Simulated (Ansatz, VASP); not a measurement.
# Rh in VASP and in Ansatz

```
Rh
1.0
    -1.53638    1.53638    1.53638
     1.53638   -1.53638    1.53638
     1.53638    1.53638   -1.53638
Rh
1
Direct
  0.00000 0.00000 0.00000
```

Alike in both runs: functional PBE; k mesh 15 × 15 × 15; occupations fermi-dirac, width 0.05 eV; collinear spin.

Ansatz relaxed the structure, and its values are those at the end. VASP's run is a single point on that final structure, the one shown.

```csv
,VASP,Ansatz
version,VASP 6.6.1,Ansatz 0.2.0
potentials or method,"VASP PAW PBE potentials, release 64 (Rh_pv), cutoff 520 eV","plane waves (420 eV) with PAW, scalar-relativistic"
valence electrons in the cell,15,17
```

Ansatz gave:

* pressure (GPa): 0.0
* net moment per atom (μB): 0.42
* size of the moment on the site where the two differ most (μB): 0.41

Estimate VASP's values.

pressure (GPa): 0.0; net moment per atom (μB): 0.42; size of the moment on the site where the two differ most (μB): 0.42.

Site moments also hang on the region over which each program counts them. VASP's potentials hold 15 valence electrons a cell and Ansatz's 17, so a difference there can come from the potentials and not from the codes.
